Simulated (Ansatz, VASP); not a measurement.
One calculation of CuI, two programs

POSCAR

```
CuI
1.0
    4.3755375000      0.0000000000      0.0000000000
   -2.1877687500      3.7893266302      0.0000000000
    0.0000000000      0.0000000000      7.2537938901
Cu I
2 2
Direct
    0.3333333333      0.6666666667      0.2500000000
    0.6666666667      0.3333333333      0.7500000000
    0.6666666667      0.3333333333      0.2500000000
    0.3333333333      0.6666666667      0.7500000000
```

The input INCAR.step1:

```
PREC     = Accurate       # precision mode
ENCUT    = 520            # plane-wave cutoff, eV
ISMEAR   = 0              # smearing method
SIGMA    = 0.01           # smearing width, eV
LREAL    = False          # projectors in reciprocal space
LASPH    = True           # aspherical terms in the spheres
NELM     = 80             # most SCF steps
NBANDS   = 26             # bands
GGA      = PE             # functional
ALGO     = Normal         # electronic algorithm
EDIFF    = 1E-4           # SCF threshold, eV
LWAVE    = True           # write WAVECAR
LCHARG   = False          # write CHGCAR
```

File INCAR.step2:

```
PREC     = Accurate       # precision mode
ENCUT    = 520            # plane-wave cutoff, eV
EDIFF    = 1E-6           # SCF threshold, eV
ISMEAR   = 0              # smearing method
SIGMA    = 0.01           # smearing width, eV
LREAL    = False          # projectors in reciprocal space
LASPH    = True           # aspherical terms in the spheres
NELM     = 80             # most SCF steps
ALGO     = Normal         # electronic algorithm
ISIF     = 2              # what is computed and relaxed
LWAVE    = False          # write WAVECAR
LCHARG   = False          # write CHGCAR
METAGGA  = R2SCAN         # meta-GGA
LMIXTAU  = True         
NBANDS   = 26             # bands
ISTART   = 1
```

KPOINTS

```
Automatic mesh
0
Gamma
  6 6 4
```

Input for Ansatz:

```yaml
crystal:
  lattice:
    - [4.3755375, 0.0, 0.0]
    - [-2.18776875, 3.7893266302, 0.0]
    - [0.0, 0.0, 7.2537938901]
  atoms:
    - { symbol: Cu, position: [0.3333333333, 0.6666666667, 0.25] }
    - { symbol: Cu, position: [0.6666666667, 0.3333333333, 0.75] }
    - { symbol: I, position: [0.6666666667, 0.3333333333, 0.25] }
    - { symbol: I, position: [0.3333333333, 0.6666666667, 0.75] }
kpoints:
  mp_grid: { grid: [6, 6, 4] }
  band_path:
    path:
      - [0.0, 0.0, 0.0]
      - [0.5, 0.0, 0.0]
      - [0.3333333333, 0.3333333333, 0.0]
      - [0.0, 0.0, 0.5]
      - [0.5, 0.0, 0.5]
      - [0.3333333333, 0.3333333333, 0.5]
    npoints: 1
hamiltonian:
  xc: r2scan
scf:
  occupations: { method: fixed }
  n_extra_bands: 5
output:
  forces: true
  stress: true
  eigenvalues: true
```

Alike in both runs: task single point; functional r2SCAN; k mesh 6 × 6 × 4; no spin polarisation.

|  | VASP | Ansatz |
| --- | --- | --- |
| version | VASP 6.6.1 | Ansatz 0.2.0 |
| potentials or method | VASP PAW PBE potentials, release 64 (Cu, I) | plane waves, PAW |
| plane-wave cutoff (eV) | 520 | 500 |
| occupations | gaussian, width 0.01 eV | fixed |
| valence electrons in the cell | 36 | 72 |

|  | VASP | Ansatz | Ansatz less VASP |
| --- | --- | --- | --- |
| gap on the k mesh at the Fermi level (eV) | 1.66 | 1.66 | -0.003 |
| pressure (GPa) | -0.1 | 0.0 | +0.04 |

VASP's potentials were made for PBE, not for r2SCAN. VASP's potentials hold 36 valence electrons a cell and Ansatz's 72, so a difference there can come from the potentials and not from the codes.

Spin-orbit coupling is off throughout.
